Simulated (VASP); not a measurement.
Input of a VASP 6.6.1 run:

INCAR

```
SYSTEM = Ta
ALGO = Normal
EDIFF = 1E-6
ENCUT = 520
GGA = CA
ISIF = 2
ISMEAR = -1
LASPH = .TRUE.
LCHARG = .FALSE.
LREAL = .FALSE.
LWAVE = .FALSE.
NBANDS = 12
NELM = 80
PREC = Accurate
SIGMA = 0.1
```

KPOINTS

```
k-points
0
G
  10 10 10
  0 0 0
```

POSCAR

```
Ta
1.0
   -1.6175709496      1.6175709496      1.6175709496
    1.6175709496     -1.6175709496      1.6175709496
    1.6175709496      1.6175709496     -1.6175709496
Ta
1
Direct
    0.0000000000      0.0000000000      0.0000000000
```

Potentials or basis: VASP PAW LDA potentials, release 64 (Ta_pv).

Run with:

```console
$ cat potpaw_LDA.64/Ta_pv/POTCAR > POTCAR
$ mpirun -np 1 vasp_std > vasp.out
```

**Question.** Estimate the pressure.

**Answer.** 6.4 GPa.
